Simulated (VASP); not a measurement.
## Ru: single point with r2SCAN

Ru:

```
CELL_PARAMETERS angstrom
4.23773 0.00000 0.00000
-2.11886 3.66998 0.00000
0.00000 0.00000 2.66665
ATOMIC_POSITIONS crystal
Ru 0.00000 0.00000 0.00000
Ru 0.33333 0.66667 0.50000
Ru 0.66667 0.33333 0.50000
```

This isn't the form of Ru at room conditions, which is hcp.

| Item | Value |
| --- | --- |
| Program | VASP 6.6.1 |
| Task | single point |
| Functional | r2SCAN |
| Potentials or basis | VASP PAW PBE potentials, release 64 (Ru_pv) |
| Cutoff | 520 eV |
| k mesh | 12 × 12 × 16 |
| Occupations | gaussian, width 0.1 eV |
| Spin | no spin polarisation |

| Quantity | Value |
| --- | --- |
| Pressure | 1.4 GPa |
| Band gap on the k mesh | zero (bands 21 and 22 overlap by 2.63 eV) |

Stress tensor (GPa, compression positive):
```
1.53 0.00 0.00
0.00 1.53 0.00
0.00 0.00 1.24
```

Levels at points of the mesh, in eV from the Fermi level:
```
           k point  band 17  band 18  band 19  band 20  band 21  band 22  band 23  band 24  band 25  band 26
(0.00, 0.00, 0.00)    -2.94    -2.25    -2.25    -1.51    -1.51    -1.41    -1.41     1.75     1.75     8.32
(0.50, 0.00, 0.00)    -2.73    -2.62    -1.23    -1.17     0.41     0.83     0.85     0.88     1.36     1.41
(0.00, 0.00, 0.50)    -2.31    -2.05    -2.05     0.71     0.71     1.40     1.40     2.49     3.61     4.30
(0.50, 0.00, 0.50)    -2.19    -2.14    -0.84    -0.56     0.31     1.02     1.35     2.18     3.27     4.42
```

Wall time 3.1 min on 1 thread of Intel(R) Xeon(R) 6975P-C (Granite Rapids) (shared host), peak memory 0.26 GiB.

Caveat: the PAW data sets were made with another functional, which shifts forces and pressure a little.
